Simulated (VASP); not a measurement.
Here is a VASP 6.6.1 calculation.

Contents of INCAR:

```
ALGO = Normal
EDIFF = 1E-6
EDIFFG = -0.005
ENCUT = 600
IBRION = 2
ISIF = 3
ISMEAR = -1
LASPH = True
LCHARG = False
LREAL = False
LWAVE = False
NELM = 80
NSW = 60
PREC = Accurate
PSTRESS = 120.0
SIGMA = 0.1
```

File KPOINTS:

```
k-points
0
Gamma
  16 16 16
```

Contents of POSCAR:

```
Mg
1.0
    0.0000000000      2.0654979698      2.0654979698
    2.0654979698      0.0000000000      2.0654979698
    2.0654979698      2.0654979698      0.0000000000
Mg
1
Direct
    0.0000000000      0.0000000000      0.0000000000
```

Potentials or basis: VASP PAW LDA potentials, release 64 (Mg).

Launch:

```sh
$ cat potpaw_LDA.64/Mg/POTCAR > POTCAR
$ mpirun -np 1 vasp_std > vasp.out
```

Estimate the relaxed volume.

17.67 Å³/atom.

Estimate the relaxed cell.

a = 2.923 Å, b = 2.923 Å, c = 2.923 Å, α = 60.00°, β = 60.00°, γ = 60.00°.

What does it give for the band gap on the k mesh?

Zero (bands 1 and 2 overlap by 2.92 eV).

The path:
| step | energy change (eV) | largest force (eV/Å) | pressure (GPa) | volume (Å³) |
| --- | --- | --- | --- | --- |
| 1 | 0.0000 | 0.0000 | 12.20 | 17.62 |
| 2 | -0.0042 | 0.0000 | 11.94 | 17.68 |
| 3 | -0.0032 | 0.0000 | 12.00 | 17.67 |

Caveat: the cell is relaxed towards a set pressure, so the run minimises the enthalpy, not the energy.
